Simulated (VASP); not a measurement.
Runs of VASP 6.6.1 on MgBe2I6. The structure is that of space group R-3 (No. 148), or close to it. The cells are those of the table. 

```csv
task,cell,k mesh,cutoff (eV),smearing,gap on the mesh (eV),pressure (GPa),relaxed volume (Å³/atom),largest force (eV/Å)
single point,"a = 7.484 Å, angles 60.0°, 9 atoms",4 × 4 × 4,520,gaussian 0.1 eV,0.13,1.3,-,1.99
single point,"a = 9.223 Å, angles 46.1°, 9 atoms",6 × 6 × 6,520,gaussian 0.02 eV,3.29,0.0,-,0.02
relaxation of cell and atoms,"relaxed from a = 7.484 Å, angles 60.0°, 9 atoms",4 × 4 × 4,600,gaussian 0.1 eV,3.21,0.0,(a),0.04
relaxation of cell and atoms,"relaxed from a = 9.020 Å, angles 47.2°, 9 atoms",6 × 6 × 6,600,gaussian 0.02 eV,3.27,0.0,(c),0.01
single point,"a = 9.020 Å, angles 47.2°, 9 atoms",4 × 4 × 4,520,gaussian 0.1 eV,(b),0.0,-,0.01
```

Alike in all rows: level PBE; potentials or basis VASP PAW PBE potentials, release 64 (Mg, Be, I); no spin polarisation.

**Question.** Estimate the missing entries.

**Answer.** (a) 39.64; (b) 3.24; (c) 40.74.

Caveats: spin-orbit coupling is left out, which moves the levels of the heavy elements; forces of over 1 eV/Å act on the atoms, so gaps and moduli don't describe the material at rest (some runs); the volume moved by over 15 % at a fixed basis, so the end points are rough (some runs).

A k mesh can miss the band edges, and the runs leave out spin-orbit coupling on I.
